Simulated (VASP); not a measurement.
# CuAu (P4/mmm) in VASP: a series of runs, part 2 of 2

VASP 6.6.1. The steps go on from the part before.

**4. Single point, PBEsol (strain +0.015 along x and y, +0.000 along z)**

Contents of INCAR:

```
ALGO = Fast ; EDIFF = 1E-7
ENCUT = 520 ; GGA = PS
ISIF = 2 ; ISMEAR = 0
LASPH = True ; LCHARG = False
LREAL = False ; LWAVE = False
NBANDS = 18 ; NELM = 100
PREC = Accurate ; SIGMA = 0.15
```

Contents of KPOINTS:

```
k-points
0
Gamma
  18 18 14
```

Contents of POSCAR:

```
CuAu
1.0
    2.8420000000      0.0000000000      0.0000000000
    0.0000000000      2.8420000000      0.0000000000
    0.0000000000      0.0000000000      3.6700000000
Cu Au
1 1
Direct
    0.5000000000      0.5000000000      0.5000000000
    0.0000000000      0.0000000000      0.0000000000
```

Potentials or basis: VASP PAW PBE potentials, release 64 (Cu, Au).

On the command line:

```console
> cat potpaw_PBE.64/Cu/POTCAR potpaw_PBE.64/Au/POTCAR > POTCAR
> mpirun -np 1 vasp_std > vasp.out
```

OUTCAR:

```text
EDIFF = 1E-7
   ENCUT = 520
   GGA = PS
   ISIF = 2
   ISMEAR = 0
   LASPH = True
   LREAL = False
   NELM = 100
   PREC = Accurate

 ion  position               nearest neighbor table
   1  0.500  0.500  0.500-   2 2.72   2 2.72   2 2.72   2 2.72   2 2.72   2 2.72   2 2.72   2 2.72

   2  0.000  0.000  0.000-   1 2.72   1 2.72   1 2.72   1 2.72   1 2.72   1 2.72   1 2.72   1 2.72

  LATTYP: Found a simple tetragonal cell.
 ALAT       =     2.8420000000
 C/A-ratio  =     1.2913441239

  Lattice vectors:

 A1 = (   2.8420000000,   0.0000000000,   0.0000000000)
 A2 = (   0.0000000000,   2.8420000000,   0.0000000000)
 A3 = (   0.0000000000,   0.0000000000,   3.6700000000)

Analysis of symmetry for initial positions (statically):
=====================================================================
 Subroutine PRICEL returns:
 Original cell was already a primitive cell.

 Routine SETGRP: Setting up the symmetry group for a
 simple tetragonal supercell.

 Subroutine GETGRP returns: Found 16 space group operations
 (whereof 16 operations were pure point group operations)
 out of a pool of 16 trial point group operations.

The static configuration has the point symmetry D_4h.

Analysis of symmetry for dynamics (positions and initial velocities):
=====================================================================
 Subroutine PRICEL returns:
 Original cell was already a primitive cell.

 Routine SETGRP: Setting up the symmetry group for a
 simple tetragonal supercell.

 Subroutine GETGRP returns: Found 16 space group operations
 (whereof 16 operations were pure point group operations)
 out of a pool of 16 trial point group operations.

The dynamic configuration has the point symmetry D_4h.

 Subroutine INISYM returns: Found 16 space group operations
 (whereof 16 operations are pure point group operations),
 and found     1 'primitive' translations

----------------------------------------------------------------------------------------

                                     Primitive cell

  volume of cell :      29.6425

  direct lattice vectors                    reciprocal lattice vectors
     2.842000000  0.000000000  0.000000000     0.351864884  0.000000000  0.000000000
     0.000000000  2.842000000  0.000000000     0.000000000  0.351864884  0.000000000
     0.000000000  0.000000000  3.670000000     0.000000000  0.000000000  0.272479564

  length of vectors
     2.842000000  2.842000000  3.670000000     0.351864884  0.351864884  0.272479564

  position of ions in fractional coordinates (direct lattice)
     0.500000000  0.500000000  0.500000000
     0.000000000  0.000000000  0.000000000

  ion indices of the primitive-cell ions
   primitive index   ion index
                 1           1
                 2           2

----------------------------------------------------------------------------------------

 KPOINTS: k-points

Automatic generation of k-mesh.
 Grid dimensions read from file:
 generate k-points for:   18   18   14

 Generating k-lattice:

  Cartesian coordinates                     Fractional coordinates (reciprocal lattice)
     0.019548049  0.000000000  0.000000000     0.055555556  0.000000000  0.000000000
     0.000000000  0.019548049  0.000000000     0.000000000  0.055555556  0.000000000
     0.000000000  0.000000000  0.019462826     0.000000000  0.000000000  0.071428571

  Length of vectors
     0.019548049  0.019548049  0.019462826

  Shift w.r.t. Gamma in fractional coordinates (k-lattice)
     0.000000000  0.000000000  0.000000000

 Subroutine IBZKPT returns following result:
 ===========================================

 Found    440 irreducible k-points:

 Following reciprocal coordinates:
            Coordinates               Weight
  0.000000  0.000000  0.000000      1.000000
  0.055556  0.000000  0.000000      4.000000
  0.111111  0.000000  0.000000      4.000000
  0.166667  0.000000  0.000000      4.000000
  0.222222  0.000000  0.000000      4.000000
  0.277778  0.000000  0.000000      4.000000
[... 16 lines left out ...]
  0.277778  0.111111  0.000000      8.000000
  0.333333  0.111111  0.000000      8.000000
 [... further k-points ...]
   k-points           NKPTS =    440   k-points in BZ     NKDIM =    440   number of bands    NBANDS=     18
   number of dos      NEDOS =    301   number of ions     NIONS =      2
   total plane-waves  NPLWV =  16128
   dimension x,y,z NGX =    24 NGY =   24 NGZ =   28
   dimension x,y,z NGXF=    48 NGYF=   48 NGZF=   56
   ions per type =               1   1
   NGX,Y,Z   is equivalent  to a cutoff of  14.04, 14.04, 12.68 a.u.
   NGXF,Y,Z  is equivalent  to a cutoff of  28.08, 28.08, 25.37 a.u.
 SYSTEM =  unknown system
   PREC   = accura    normal or accurate (medium, high low for compatibility)
   ISTART =      0    job   : 0-new  1-cont  2-samecut
   ICHARG =      2    charge: 1-file 2-atom 10-const
   ISPIN  =      1    spin polarized calculation?
   LNONCOLLINEAR =      F non collinear calculations
   LSORBIT =      F    spin-orbit coupling
   LASPH  =      T    aspherical Exc in radial PAW
   ENCUT  =  520.0 eV  38.22 Ry    6.18 a.u.   5.28  5.28  6.82*2*pi/ulx,y,z
   NELM   =    100;   NELMIN=  2; NELMDL= -5     # of ELM steps
   EDIFF  = 0.1E-06   stopping-criterion for ELM
   LREAL  =      F    real-space projection
   EDIFFG = 0.1E-05   stopping-criterion for IOM
   NSW    =      0    number of steps for IOM
   IBRION =     -1    ionic relax: 0-MD 1-quasi-New 2-CG
   NFREE  =      0    steps in history (QN), initial steepest desc. (CG)
   ISIF   =      2    stress and relaxation
   ISYM   =      2    0-nonsym 1-usesym 2-fastsym
   POTIM  = 0.5000    time-step for ionic-motion
   TEBEG  =    0.0;   TEEND  =   0.0 temperature during run
   PSTRESS=    0.0 pullay stress
   NELECT =      22.0000    total number of electrons
   NUPDOWN=      -1.0000    fix difference up-down
   EMIN   =  10.00;   EMAX   =-10.00  energy-range for DOS
   EFERMI =   0.00;   METHOD = LEGACY
   ISMEAR =     0;   SIGMA  =   0.15  broadening in eV -4-tet -1-fermi 0-gaus
   EFERMI_NEDOS =   21; number of points for ismear=-14 and -15
   IALGO  =     68    algorithm
   IMIX   =      4    mixing-type and parameters
     AMIX     =   0.40;   BMIX     =  1.00
     AMIX_MAG =   1.60;   BMIX_MAG =  1.00
  volume/ion in A,a.u.               =      14.82       100.02
  Fermi-wavevector in a.u.,A,eV,Ry     =   1.482214  2.800979 29.891443  2.196959
  Thomas-Fermi vector in A             =   2.596028
   LORBIT       =      0    0 simple, 1 ext, 2 COOP (PROOUT), +10 PAW based schemes
   GGA     = PS    functional components
   LHFCALC =     F    Hartree Fock is set to
   AEXX    =    0.0000 exact exchange contribution
   IVDW    =     0    specifies the selected vdW correction
   LEPSILON=     F    determine dielectric tensor
   LRPA    =     F    only Hartree local field effects (RPA)
 non-spin polarized calculation
 RMM-DIIS sequential band-by-band and
 Gauss-broadening in eV      SIGMA  =   0.15
  energy-cutoff  :      520.00
  volume of cell :       29.64
 maximum number of plane-waves:       832
 NGX is ok and might be reduce to    24
   NGX = 11   NGY = 11   NGZ = 13

 number of electron      22.0000000 magnetization

 Free energy of the ion-electron system (eV)
  ---------------------------------------------------
  ext. energy  EPLUGINS =         0.00000000
  ---------------------------------------------------
  free energy    TOTEN  =        -8.33682140 eV

  energy without entropy =       -8.32987748  energy(sigma->0) =       -8.33334944

 E-fermi :   8.2790     XC(G=0): -12.7299

 val. band max:        8.2777240525   @ k =   0.5000   0.2222   0.0714
 cond. band min:       8.2818678975   @ k =   0.1667   0.0000   0.2857
 fundamental gap:      0.0041438450
 Fermi energy:         8.2789941384

 k-point     1 :       0.0000    0.0000    0.0000
  band No.  band energies     occupation
      1      -1.3724      2.00000
      2       1.8508      2.00000
      3       1.9939      2.00000
      4       4.2794      2.00000
      5       4.2794      2.00000
      6       5.2820      2.00000
[... 10 lines left out ...]
     17      24.6807      0.00000
     18      25.6832      0.00000
[... 463 lines left out ...]
 k-point    24 :       0.3333    0.1111    0.0000
  band No.  band energies     occupation
      1       0.9842      2.00000
      2       2.7458      2.00000
      3       3.2067      2.00000
      4       3.2906      2.00000
      5       4.3491      2.00000
      6       4.4765      2.00000
[... 10 lines left out ...]
     17      22.6564      0.00000
     18      25.2777      0.00000

 [... further k-points ...]

------------------------ aborting loop because EDIFF is reached ----------------------------------------

  FORCE on cell =-STRESS in cart. coord.  units (eV):
  Direction    XX          YY          ZZ          XY          YZ          ZX
  --------------------------------------------------------------------------------------
  -------------------------------------------------------------------------------------
  Total       -1.1534564     -1.1534564     -1.1770611      0.0000000      0.0000000      0.0000000
  in kB      -62.3444145    -62.3444145    -63.6202531      0.0000000      0.0000000      0.0000000
  external PRESSURE =     -62.7696940 kB  Pullay stress =       0.0000000 kB

 VOLUME and BASIS-vectors are now :
 -----------------------------------------------------------------------------
  energy-cutoff  :      520.00
  volume of cell :       29.64
      direct lattice vectors                 reciprocal lattice vectors
     2.842000000  0.000000000  0.000000000     0.351864884  0.000000000  0.000000000
     0.000000000  2.842000000  0.000000000     0.000000000  0.351864884  0.000000000
     0.000000000  0.000000000  3.670000000     0.000000000  0.000000000  0.272479564

 POSITION                                       TOTAL-FORCE (eV/Angst)
 -----------------------------------------------------------------------------------
      1.42100      1.42100      1.83500         0.000000      0.000000      0.000000
      0.00000      0.00000      0.00000         0.000000      0.000000      0.000000
 -----------------------------------------------------------------------------------
    total drift:                                0.000000      0.000000     -0.000000

  FREE ENERGIE OF THE ION-ELECTRON SYSTEM (eV)
  ---------------------------------------------------
  free  energy   TOTEN  =        -8.3368214032 eV

  energy  without entropy=       -8.3298774847  energy(sigma->0) =       -8.33334944
```

OSZICAR:

```text
N       E                     dE             d eps       ncg     rms          rms(c)
DAV:   1     0.128894985438E+03    0.12889E+03   -0.10916E+04 17038   0.171E+03
DAV:   2    -0.403968823247E+01   -0.13293E+03   -0.12454E+03 16094   0.297E+02
DAV:   3    -0.947129504621E+01   -0.54316E+01   -0.52741E+01 18582   0.698E+01
DAV:   4    -0.954699302876E+01   -0.75698E-01   -0.75634E-01 19700   0.692E+00
DAV:   5    -0.954886977697E+01   -0.18767E-02   -0.18767E-02 20372   0.111E+00    0.120E+01
RMM:   6    -0.899193353248E+01    0.55694E+00   -0.62154E+00 18324   0.400E+01    0.642E+00
RMM:   7    -0.839560156015E+01    0.59633E+00   -0.21909E+00 18132   0.216E+01    0.528E+00
RMM:   8    -0.834129129390E+01    0.54310E-01   -0.19729E-01 18744   0.534E+00    0.235E+00
RMM:   9    -0.835191676238E+01   -0.10625E-01   -0.81782E-02 18956   0.500E+00    0.116E+00
RMM:  10    -0.833717364789E+01    0.14743E-01   -0.59770E-02 19534   0.347E+00    0.309E-01
RMM:  11    -0.833707849615E+01    0.95152E-04   -0.72774E-03 21378   0.879E-01    0.213E-01
RMM:  12    -0.833712254219E+01   -0.44046E-04   -0.12508E-03 20607   0.337E-01    0.142E-01
RMM:  13    -0.833681523174E+01    0.30731E-03   -0.77204E-04 19048   0.417E-01    0.663E-02
RMM:  14    -0.833682010111E+01   -0.48694E-05   -0.14884E-04 21226   0.106E-01    0.141E-02
RMM:  15    -0.833682110319E+01   -0.10021E-05   -0.18984E-05 23068   0.410E-02    0.670E-03
RMM:  16    -0.833682135102E+01   -0.24782E-06   -0.25502E-06 20503   0.117E-02    0.662E-03
RMM:  17    -0.833682140321E+01   -0.52192E-07   -0.42821E-07 15071   0.660E-03
   1 F= -.83368214E+01 E0= -.83333494E+01  d E =-.694392E-02
```

stdout:

```text
POSCAR found type information on POSCAR CuAu
 POSCAR found :  2 types and       2 ions
 scaLAPACK will be used
 -----------------------------------------------------------------------------
|                                                                             |
|                                                                             |
|     You enforced a specific xc type in the INCAR file but a different       |
|     I HOPE YOU KNOW WHAT YOU ARE DOING!                                     |
|                                                                             |
 -----------------------------------------------------------------------------

 LDA part: xc-table for (Slater+PW92), standard interpolation
 POSCAR, INCAR and KPOINTS ok, starting setup
 FFT: planning ... GRIDC
 FFT: planning ... GRID_SOFT
 FFT: planning ... GRID
 WAVECAR not read
 entering main loop
WARNING in EDDRMM: call to ZHEGV failed, returncode =   6  3     17
WARNING in EDDRMM: call to ZHEGV failed, returncode =   6  3     17
WARNING in EDDRMM: call to ZHEGV failed, returncode =   6  3     17
WARNING in EDDRMM: call to ZHEGV failed, returncode =   8  4     16
WARNING in EDDRMM: call to ZHEGV failed, returncode =   8  4     15
```

Wall time 96 s (1 thread of Intel Xeon 6975P-C (Granite Rapids), shared host); peak memory 0.35 GiB.

What came out:

```yaml
Free_energy: -8.3368 eV
Pressure: -6.3 GPa
Band_gap_on_the_k_mesh: zero (band 11 reaches 13.46 eV, above the bottom of band 12 at 6.32 eV)
```

Levels at points of the mesh, in eV from the Fermi level:
| k point | band 7 | band 8 | band 9 | band 10 | band 11 | band 12 | band 13 | band 14 | band 15 | band 16 |
| --- | --- | --- | --- | --- | --- | --- | --- | --- | --- | --- |
| (0.00, 0.00, 0.00) | -2.74 | -2.07 | -1.67 | -1.46 | -1.46 | 2.28 | 8.11 | 9.71 | 9.71 | 16.38 |
| (0.50, 0.00, 0.00) | -2.95 | -2.90 | -2.37 | -2.17 | -0.90 | -0.26 | 9.48 | 9.52 | 11.30 | 11.34 |
| (0.50, 0.50, 0.00) | -1.67 | -1.63 | -1.35 | -1.35 | 0.57 | 0.57 | 4.84 | 6.60 | 10.10 | 11.59 |
| (0.00, 0.00, 0.50) | -3.12 | -2.73 | -2.30 | -2.30 | -2.27 | -1.96 | 14.15 | 14.31 | 14.31 | 14.89 |
| (0.50, 0.00, 0.50) | -1.86 | -1.71 | -1.56 | -1.51 | -1.03 | -1.01 | 2.54 | 4.31 | 15.70 | 15.83 |
| (0.50, 0.50, 0.50) | -3.10 | -2.09 | -1.69 | -1.63 | 5.19 | 5.40 | 5.40 | 5.84 | 6.74 | 6.96 |

Caveat: the cell differs from its parent crystal (strain +0.015 along x and y, +0.000 along z); the PAW data sets were made with another functional, which shifts forces and pressure a little; spin-orbit coupling is left out, which moves the levels of the heavy elements.

**5. Summary**

| cell | further INCAR settings | gap on the mesh (eV) | pressure (GPa) |
| --- | --- | --- | --- |
| a = 2.884, b = 2.884, c = 3.780 Å, 2 atoms | ALGO = Fast; EDIFF = 1e-06; NBANDS = 18 | none | -13.1 |
| a = 2.884, b = 2.884, c = 3.560 Å, 2 atoms | ALGO = Fast; EDIFF = 1e-06; NBANDS = 18 | none | -6.3 |
| a = 2.842, b = 2.842, c = 3.670 Å, 2 atoms | ALGO = Fast; EDIFF = 1e-07; NBANDS = 18 | none | -6.3 |

Alike in all rows: task single point; level PBEsol; potentials or basis VASP PAW PBE potentials, release 64 (Cu, Au); no spin polarisation; k mesh 18 × 18 × 14; cutoff (eV) 520; smearing gaussian 0.15 eV.

Caveats: the PAW data sets were made with another functional, which shifts forces and pressure a little; spin-orbit coupling is left out, which moves the levels of the heavy elements.

Total energies depend on the potentials used, so only differences within one code and one set of settings carry meaning.
